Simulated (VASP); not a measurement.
# La2NbO3 (P-4m2) in VASP: a series of runs

The runs below take La2NbO3 through single point, with PBE.

All numbers are computed with VASP 6.6.1; they aren't measurements. Logs are shortened: lines on timing, memory, paths and dates and some standing lists are left out, and cuts for length are marked.

## 1. The cell of the first run

The structure is tetragonal, space group P-4m2 (No. 115). The conventional cell has a = 3.282 Å, b = 3.282 Å, c = 9.372 Å, α = 90.00°, β = 90.00°, γ = 90.00°. La (site symmetry 2mm) has 5 O at 2.42 to 2.56 Å and 4 La at 3.28 Å within 3.3 Å. Nb (site symmetry -4m2) has 4 O at 2.32 Å within 3.1 Å. Within 3.1 Å of O (site symmetry -4m2) lie 4 Nb at 2.32 Å. Within 3.3 Å of O (site symmetry 2mm) lie 5 La at 2.42 to 2.56 Å and 8 O at 3.00 to 3.28 Å.

## 2. Single point, PBE

Input file INCAR:

```
SYSTEM = La2NbO3
PREC = Accurate
ENCUT = 520
EDIFF = 1E-6
ISMEAR = 0
SIGMA = 0.1
LREAL = .False.
LASPH = .True.
NELM = 100
ALGO = Normal
ISIF = 2
LWAVE = .False.
LCHARG = .True.
GGA = PE
LELF = .True.
LVHAR = .True.
NBANDS = 36
```

Input file KPOINTS:

```
Automatic mesh
0
Gamma
  12 12 4
  0 0 0
```

Input file POSCAR:

```
La2NbO3
1.0
    3.2823673098      0.0000000000      0.0000000000
    0.0000000000      3.2823673098      0.0000000000
    0.0000000000      0.0000000000      9.3715655042
La Nb O
2 1 3
Direct
    0.0000000000      0.5000000000      0.6724274349
    0.5000000000      0.0000000000      0.3275725651
    0.0000000000      0.0000000000      0.0000000000
    0.5000000000      0.5000000000      0.0000000000
    0.0000000000      0.5000000000      0.3989493644
    0.5000000000      0.0000000000      0.6010506356
```

Potentials or basis: VASP PAW PBE potentials, release 64 (La, Nb_sv, O).

The run is started by

```bash
$ cat potpaw_PBE.64/La/POTCAR potpaw_PBE.64/Nb_sv/POTCAR potpaw_PBE.64/O/POTCAR > POTCAR
$ mpirun -np 1 vasp_std > vasp.out
```

OUTCAR:

```text
SYSTEM = La2NbO3
   PREC = Accurate
   ENCUT = 520
   EDIFF = 1E-6
   ISMEAR = 0
   LREAL = .False.
   LASPH = .True.
   NELM = 100
   ISIF = 2
   GGA = PE

 ion  position               nearest neighbor table
   1  0.000  0.500  0.672-   6 2.42   6 2.42   6 2.42   6 2.42   5 2.56
   2  0.500  0.000  0.328-   5 2.42   5 2.42   5 2.42   5 2.42   6 2.56
   3  0.000  0.000  0.000-   4 2.32   4 2.32   4 2.32   4 2.32
   4  0.500  0.500  0.000-   3 2.32   3 2.32   3 2.32   3 2.32
   5  0.000  0.500  0.399-   2 2.42   2 2.42   2 2.42   2 2.42   1 2.56
   6  0.500  0.000  0.601-   1 2.42   1 2.42   1 2.42   1 2.42   2 2.56

  LATTYP: Found a simple tetragonal cell.
 ALAT       =     3.2823673098
 C/A-ratio  =     2.8551239455

  Lattice vectors:

 A1 = (   3.2823673098,   0.0000000000,   0.0000000000)
 A2 = (   0.0000000000,   3.2823673098,   0.0000000000)
 A3 = (   0.0000000000,   0.0000000000,   9.3715655042)

Analysis of symmetry for initial positions (statically):
=====================================================================
 Subroutine PRICEL returns:
 Original cell was already a primitive cell.

 Routine SETGRP: Setting up the symmetry group for a
 simple tetragonal supercell.

 Subroutine GETGRP returns: Found  8 space group operations
 (whereof  8 operations were pure point group operations)
 out of a pool of 16 trial point group operations.

The static configuration has the point symmetry D_2d.

Analysis of symmetry for dynamics (positions and initial velocities):
=====================================================================
 Subroutine PRICEL returns:
 Original cell was already a primitive cell.

 Routine SETGRP: Setting up the symmetry group for a
 simple tetragonal supercell.

 Subroutine GETGRP returns: Found  8 space group operations
 (whereof  8 operations were pure point group operations)
 out of a pool of 16 trial point group operations.

The dynamic configuration has the point symmetry D_2d.

 Subroutine INISYM returns: Found  8 space group operations
 (whereof  8 operations are pure point group operations),
 and found     1 'primitive' translations

----------------------------------------------------------------------------------------

                                     Primitive cell

  volume of cell :     100.9686

  direct lattice vectors                    reciprocal lattice vectors
[... 97 lines left out ...]
   EDIFFG = 0.1E-04   stopping-criterion for IOM
   NSW    =      0    number of steps for IOM
   IBRION =     -1    ionic relax: 0-MD 1-quasi-New 2-CG
   NFREE  =      0    steps in history (QN), initial steepest desc. (CG)
   ISIF   =      2    stress and relaxation
   ISYM   =      2    0-nonsym 1-usesym 2-fastsym
   POTIM  = 0.5000    time-step for ionic-motion
   TEBEG  =    0.0;   TEEND  =   0.0 temperature during run
   PSTRESS=    0.0 pullay stress
   NELECT =      53.0000    total number of electrons
   NUPDOWN=      -1.0000    fix difference up-down
   EMIN   =  10.00;   EMAX   =-10.00  energy-range for DOS
   EFERMI =   0.00;   METHOD = LEGACY
   ISMEAR =     0;   SIGMA  =   0.10  broadening in eV -4-tet -1-fermi 0-gaus
   EFERMI_NEDOS =   21; number of points for ismear=-14 and -15
   IALGO  =     38    algorithm
   IMIX   =      4    mixing-type and parameters
     AMIX     =   0.40;   BMIX     =  1.00
     AMIX_MAG =   1.60;   BMIX_MAG =  1.00
  volume/ion in A,a.u.               =      16.83       113.56
  Fermi-wavevector in a.u.,A,eV,Ry     =   1.320600  2.495572 23.728347  1.743984
  Thomas-Fermi vector in A             =   2.450414
   LORBIT       =      0    0 simple, 1 ext, 2 COOP (PROOUT), +10 PAW based schemes
   GGA     = PE    functional components
   LHFCALC =     F    Hartree Fock is set to
   AEXX    =    0.0000 exact exchange contribution
   IVDW    =     0    specifies the selected vdW correction
   LEPSILON=     F    determine dielectric tensor
   LRPA    =     F    only Hartree local field effects (RPA)
 non-spin polarized calculation
 Gauss-broadening in eV      SIGMA  =   0.10
  energy-cutoff  :      520.00
  volume of cell :      100.97
 maximum number of plane-waves:      2752
   NGX = 13   NGY = 13   NGZ = 35

 number of electron      52.9999989 magnetization

 Free energy of the ion-electron system (eV)
  ---------------------------------------------------
  ext. energy  EPLUGINS =         0.00000000
  ---------------------------------------------------
  free energy    TOTEN  =       -47.56942535 eV

  energy without entropy =      -47.55356499  energy(sigma->0) =      -47.56149517

 E-fermi :   9.6900     XC(G=0): -10.9076

 val. band max:        9.6883127837   @ k =   0.1667   0.1667   0.5000
 cond. band min:       9.6945564921   @ k =   0.3333   0.0833   0.0000
 fundamental gap:      0.0062437083
 Fermi energy:         9.6900191853

 k-point     1 :       0.0000    0.0000    0.0000
  band No.  band energies     occupation
      1     -46.1458      2.00000
      2     -23.4610      2.00000
      3     -23.3514      2.00000
      4     -22.1902      2.00000
      5     -22.1902      2.00000
      6     -21.9400      2.00000
[... 925 lines left out ...]
     35      11.8163      0.00000
     36      11.8827      0.00000

 [... further k-points ...]

------------------------ aborting loop because EDIFF is reached ----------------------------------------

  FORCE on cell =-STRESS in cart. coord.  units (eV):
  Direction    XX          YY          ZZ          XY          YZ          ZX
  --------------------------------------------------------------------------------------
  -------------------------------------------------------------------------------------
  Total       -0.1518918     -0.1518918     -0.1138900      0.0000000      0.0000000      0.0000000
  in kB       -2.4102290     -2.4102290     -1.8072142      0.0000000      0.0000000      0.0000000
  external PRESSURE =      -2.2092241 kB  Pullay stress =       0.0000000 kB

 VOLUME and BASIS-vectors are now :
 -----------------------------------------------------------------------------
  energy-cutoff  :      520.00
  volume of cell :      100.97
      direct lattice vectors                 reciprocal lattice vectors
     3.282367310  0.000000000  0.000000000     0.304658165  0.000000000  0.000000000
     0.000000000  3.282367310  0.000000000     0.000000000  0.304658165  0.000000000
     0.000000000  0.000000000  9.371565504     0.000000000  0.000000000  0.106705758

 POSITION                                       TOTAL-FORCE (eV/Angst)
 -----------------------------------------------------------------------------------
      0.00000      1.64118      6.30170         0.000000     -0.000000     -0.014905
      1.64118      0.00000      3.06987        -0.000000     -0.000000      0.014905
      0.00000      0.00000      0.00000         0.000000      0.000000      0.000000
      1.64118      1.64118      0.00000         0.000000     -0.000000      0.000000
      0.00000      1.64118      3.73878         0.000000     -0.000000     -0.017972
      1.64118      0.00000      5.63279         0.000000      0.000000      0.017972
 -----------------------------------------------------------------------------------
    total drift:                                0.000000     -0.000000     -0.000000

  FREE ENERGIE OF THE ION-ELECTRON SYSTEM (eV)
  ---------------------------------------------------
  free  energy   TOTEN  =       -47.5694253453 eV

  energy  without entropy=      -47.5535649948  energy(sigma->0) =      -47.56149517
```

stdout:

```text
POSCAR found type information on POSCAR LaNbO
 POSCAR found :  3 types and       6 ions
 scaLAPACK will be used
 LDA part: xc-table for (Slater+PW92), standard interpolation
 POSCAR, INCAR and KPOINTS ok, starting setup
 FFT: planning ... GRIDC
 FFT: planning ... GRID_SOFT
 FFT: planning ... GRID
 WAVECAR not read
 entering main loop
```

It took 5.1 min on 1 thread of Intel Xeon Platinum 8488C (Sapphire Rapids), shared host; peak memory 0.42 GiB.

What came out:

```yaml
Free_energy: -47.5694 eV
Pressure: -0.2 GPa
Largest_force: 0.018 eV/Å
Band_gap_on_the_k_mesh: zero (an odd number of electrons rules out a gap without spin polarisation)
```

Forces on the atoms (eV/Å):
```
La   0.000  0.000 -0.015
La   0.000  0.000  0.015
Nb   0.000  0.000  0.000
O    0.000  0.000  0.000
O    0.000  0.000 -0.018
O    0.000  0.000  0.018
```

Levels at points of the mesh, in eV from the Fermi level:
```
           k point  band 23  band 24  band 25  band 26  band 27  band 28  band 29  band 30  band 31  band 32
(0.00, 0.00, 0.00)    -3.82    -3.82    -2.48    -2.16    -1.35    -1.02     0.54     0.54     0.97     1.11
(0.50, 0.00, 0.00)    -4.76    -4.63    -1.56     0.23     0.71     0.86     0.89     1.15     1.53     1.70
(0.50, 0.50, 0.00)    -3.66    -3.53    -1.22    -1.22    -0.52     1.52     1.78     1.80     1.81     1.87
(0.00, 0.00, 0.50)    -3.82    -3.82    -2.46    -1.78    -1.51    -0.82     0.55     0.55     1.00     1.00
(0.50, 0.00, 0.50)    -4.76    -4.76    -1.29     0.19     0.55     0.85     0.86     1.08     1.61     1.68
(0.50, 0.50, 0.50)    -3.74    -3.65    -1.41    -1.41    -0.59     1.50     1.77     1.80     1.91     1.99
```

Caveat: spin-orbit coupling is left out, which moves the levels of the heavy elements; an odd number of electrons without spin polarisation forces a metal; a magnetic or distorted state may lie lower.

## 3. Single point, PBE, collinear spin

This run uses another cell than the first one, of 16.22 Å³/atom.

Input file INCAR:

```
PREC     = Accurate       # precision mode
ENCUT    = 520            # plane-wave cutoff, eV
EDIFF    = 1E-6           # SCF threshold, eV
ISMEAR   = 0              # smearing method
SIGMA    = 0.1            # smearing width, eV
LREAL    = F              # projectors in reciprocal space
LASPH    = T              # aspherical terms in the spheres
NELM     = 150            # most SCF steps
ALGO     = Normal         # electronic algorithm
ISIF     = 2              # what is computed and relaxed
LWAVE    = F              # write WAVECAR
LCHARG   = F              # write CHGCAR
ISPIN    = 2              # spin polarisation
MAGMOM   = 0.13 0.13 1.2 0.02 0.11 0.11 # initial moments
LORBIT   = 11             # projections on sites
LMAXMIX  = 6              # l up to which the mixer works
GGA      = PE             # functional
NBANDS   = 40             # bands
```

Input file KPOINTS:

```
regular mesh
0
Gamma
  6 6 2
```

Input file POSCAR:

```
La2NbO3
1.0
    3.5399103600      0.0000000000      0.0000000000
    0.0000000000      3.5399103600      0.0000000000
    0.0000000000      0.0000000000      7.7654016300
La Nb O
2 1 3
Direct
    0.0000000000      0.5000000000      0.7372320300
    0.5000000000      0.0000000000      0.2627679700
    0.0000000000      0.0000000000      0.0000000000
    0.5000000000      0.5000000000      0.0000000000
    0.0000000000      0.5000000000      0.3774000100
    0.5000000000      0.0000000000      0.6225999900
```

Potentials or basis: VASP PAW PBE potentials, release 64 (La, Nb_sv, O).

The run is started by

```bash
$ cat potpaw_PBE.64/La/POTCAR potpaw_PBE.64/Nb_sv/POTCAR potpaw_PBE.64/O/POTCAR > POTCAR
$ mpirun -np 1 vasp_std > vasp.out
```

OUTCAR:

```text
PREC = Accurate
   ENCUT = 520
   EDIFF = 1E-6
   ISMEAR = 0
   LREAL = F
   LASPH = T
   NELM = 150
   ISIF = 2
   ISPIN = 2
   LORBIT = 11
   GGA = PE

 ion  position               nearest neighbor table
   1  0.000  0.500  0.737-   6 2.66   6 2.66   6 2.66   6 2.66   4 2.70   4 2.70   3 2.70   3 2.70
                             5 2.79
   2  0.500  0.000  0.263-   5 2.66   5 2.66   5 2.66   5 2.66   4 2.70   3 2.70   3 2.70   4 2.70
                             6 2.79
   3  0.000  0.000  0.000-   4 2.50   4 2.50   4 2.50   4 2.50   2 2.70   2 2.70   1 2.70   1 2.70

   4  0.500  0.500  0.000-   3 2.50   3 2.50   3 2.50   3 2.50   2 2.70   1 2.70   1 2.70   2 2.70

   5  0.000  0.500  0.377-   2 2.66   2 2.66   2 2.66   2 2.66   1 2.79
   6  0.500  0.000  0.623-   1 2.66   1 2.66   1 2.66   1 2.66   2 2.79

  LATTYP: Found a simple tetragonal cell.
 ALAT       =     3.5399103600
[... 1859 lines left out ...]
  Total       -4.9308321     -4.9308321      7.4704250      0.0000000      0.0000000      0.0000000
  in kB      -81.1862240    -81.1862240    123.0006590      0.0000000      0.0000000      0.0000000
  external PRESSURE =     -13.1239297 kB  Pullay stress =       0.0000000 kB

 VOLUME and BASIS-vectors are now :
 -----------------------------------------------------------------------------
  energy-cutoff  :      520.00
  volume of cell :       97.31
      direct lattice vectors                 reciprocal lattice vectors
     3.539910360  0.000000000  0.000000000     0.282493029  0.000000000  0.000000000
     0.000000000  3.539910360  0.000000000     0.000000000  0.282493029  0.000000000
     0.000000000  0.000000000  7.765401630     0.000000000  0.000000000  0.128776340

 POSITION                                       TOTAL-FORCE (eV/Angst)
 -----------------------------------------------------------------------------------
      0.00000      1.76996      5.72490         0.000000     -0.000000     -6.300062
      1.76996      0.00000      2.04050         0.000000     -0.000000      6.300062
      0.00000      0.00000      0.00000        -0.000000     -0.000000      0.000000
      1.76996      1.76996      0.00000         0.000000      0.000000      0.000000
      0.00000      1.76996      2.93066        -0.000000     -0.000000     -1.221870
      1.76996      0.00000      4.83474         0.000000     -0.000000      1.221870
 -----------------------------------------------------------------------------------
    total drift:                                0.000000      0.000000     -0.000000

  FREE ENERGIE OF THE ION-ELECTRON SYSTEM (eV)
  ---------------------------------------------------
  free  energy   TOTEN  =       -43.8312067189 eV

  energy  without entropy=      -43.8112401380  energy(sigma->0) =      -43.82122343

 total charge

# of ion       s       p       d       f       tot
--------------------------------------------------
    1        2.014   5.632   0.812   0.297   8.756
    2        2.014   5.632   0.812   0.297   8.756
    3        2.118   5.916   2.981   0.000  11.015
    4        1.562   3.366   0.000   0.000   4.928
    5        1.565   3.335   0.000   0.000   4.900
    6        1.565   3.335   0.000   0.000   4.900
--------------------------------------------------
tot         10.838  27.217   4.604   0.595  43.255

 magnetization (x)

# of ion       s       p       d       f       tot
--------------------------------------------------
    1        0.005   0.022   0.085   0.064   0.177
    2        0.005   0.022   0.085   0.064   0.177
    3        0.022   0.007   1.309   0.000   1.338
    4        0.003   0.001   0.000   0.000   0.004
    5        0.002   0.087   0.000   0.000   0.090
    6        0.002   0.087   0.000   0.000   0.090
--------------------------------------------------
tot          0.041   0.227   1.479   0.127   1.874
```

OSZICAR:

```text
N       E                     dE             d eps       ncg     rms          rms(c)
DAV:   1     0.671352481321E+03    0.67135E+03   -0.20948E+04  3592   0.205E+03
DAV:   2     0.114986689782E+03   -0.55637E+03   -0.49045E+03  3440   0.415E+02
DAV:   3    -0.287317956488E+02   -0.14372E+03   -0.13277E+03  4656   0.211E+02
DAV:   4    -0.469449852863E+02   -0.18213E+02   -0.17596E+02  5648   0.753E+01
DAV:   5    -0.484642195661E+02   -0.15192E+01   -0.14790E+01  6072   0.233E+01    0.153E+01
DAV:   6    -0.447702234483E+02    0.36940E+01   -0.50199E+01  5040   0.297E+01    0.119E+01
DAV:   7    -0.438587702995E+02    0.91145E+00   -0.16157E+01  6208   0.238E+01    0.424E+00
DAV:   8    -0.437994369344E+02    0.59333E-01   -0.15375E+00  5184   0.766E+00    0.251E+00
DAV:   9    -0.438306694751E+02   -0.31233E-01   -0.77009E-01  6192   0.452E+00    0.131E+00
DAV:  10    -0.438262539718E+02    0.44155E-02   -0.18141E-01  5480   0.254E+00    0.493E-01
DAV:  11    -0.438304067203E+02   -0.41527E-02   -0.21401E-02  5728   0.101E+00    0.255E-01
DAV:  12    -0.438311664089E+02   -0.75969E-03   -0.58947E-03  5424   0.401E-01    0.123E-01
DAV:  13    -0.438311748324E+02   -0.84235E-05   -0.11282E-03  5976   0.228E-01    0.475E-02
DAV:  14    -0.438311999235E+02   -0.25091E-04   -0.14133E-04  5448   0.788E-02    0.215E-02
DAV:  15    -0.438312058550E+02   -0.59314E-05   -0.31697E-05  6208   0.367E-02    0.110E-02
DAV:  16    -0.438312067189E+02   -0.86387E-06   -0.68674E-06  4720   0.163E-02
   1 F= -.43831207E+02 E0= -.43821223E+02  d E =-.199666E-01  mag=     2.2452
```

stdout:

```text
POSCAR found type information on POSCAR LaNbO
 POSCAR found :  3 types and       6 ions
 scaLAPACK will be used
 LDA part: xc-table for (Slater+PW92), standard interpolation
 POSCAR, INCAR and KPOINTS ok, starting setup
 FFT: planning ... GRIDC
 FFT: planning ... GRID_SOFT
 FFT: planning ... GRID
 WAVECAR not read
 entering main loop
```

Wall time 2.9 min (1 thread of Intel Xeon Platinum 8488C (Sapphire Rapids), shared host); peak memory 0.33 GiB.

Results:

| Property | Result |
| --- | --- |
| Free energy | -43.8312 eV |
| Pressure | -1.3 GPa |
| Largest force | 6.300 eV/Å |
| Net moment | 2.24 μB per cell |
| Site moments | La +0.18; Nb +1.34; O +0.00, +0.09 (each value once) μB |
| Valence electrons inside the program's atomic spheres | La 8.76; Nb 11.02; O 4.93, 4.90 (each value once) |

Forces on the atoms (eV/Å):
```
La   0.000  0.000 -6.300
La   0.000  0.000  6.300
Nb   0.000  0.000  0.000
O    0.000  0.000  0.000
O    0.000  0.000 -1.222
O    0.000  0.000  1.222
```

Levels at points of the mesh, in eV from the Fermi level:
Spin up:
| k point | band 25 | band 26 | band 27 | band 28 | band 29 | band 30 | band 31 | band 32 |
| --- | --- | --- | --- | --- | --- | --- | --- | --- |
| (0.00, 0.00, 0.00) | -1.67 | -1.64 | -0.86 | -0.86 | -0.01 | 0.18 | 1.08 | 1.72 |
| (0.50, 0.00, 0.00) | -1.05 | -0.93 | -0.22 | -0.03 | 2.19 | 2.43 | 2.46 | 2.92 |
| (0.50, 0.50, 0.00) | -0.32 | -0.32 | -0.04 | 0.32 | 0.86 | 2.27 | 3.08 | 3.08 |
| (0.00, 0.00, 0.50) | -1.67 | -1.44 | -0.78 | -0.78 | -0.01 | 0.33 | 0.72 | 2.38 |
| (0.50, 0.00, 0.50) | -1.19 | -0.80 | -0.68 | 0.15 | 2.25 | 2.42 | 2.47 | 2.85 |
| (0.50, 0.50, 0.50) | -1.10 | -1.10 | -0.11 | 0.32 | 0.80 | 2.29 | 3.05 | 3.17 |
Spin down:
```
           k point  band 22  band 23  band 24  band 25  band 26  band 27  band 28  band 29
(0.00, 0.00, 0.00)    -2.12    -1.48    -1.48    -1.31    -1.27     0.18     0.18     0.66
(0.50, 0.00, 0.00)    -2.49    -2.16    -2.15    -0.32     0.09     0.73     0.73     2.40
(0.50, 0.50, 0.00)    -2.88    -1.68    -1.42     0.64     0.64     0.70     0.96     1.68
(0.00, 0.00, 0.50)    -2.18    -1.48    -1.48    -1.12    -1.03     0.25     0.25     0.70
(0.50, 0.00, 0.50)    -2.47    -2.00    -1.95    -0.19    -0.02     0.35     0.91     2.57
(0.50, 0.50, 0.50)    -2.48    -1.83    -1.63    -0.08    -0.08     0.61     0.95     1.62
```

Caveat: the k points lie up to 0.40 Å⁻¹ apart; spin-orbit coupling is left out, which moves the levels of the heavy elements; forces of over 1 eV/Å act on the atoms, so gaps and moduli don't describe the material at rest.
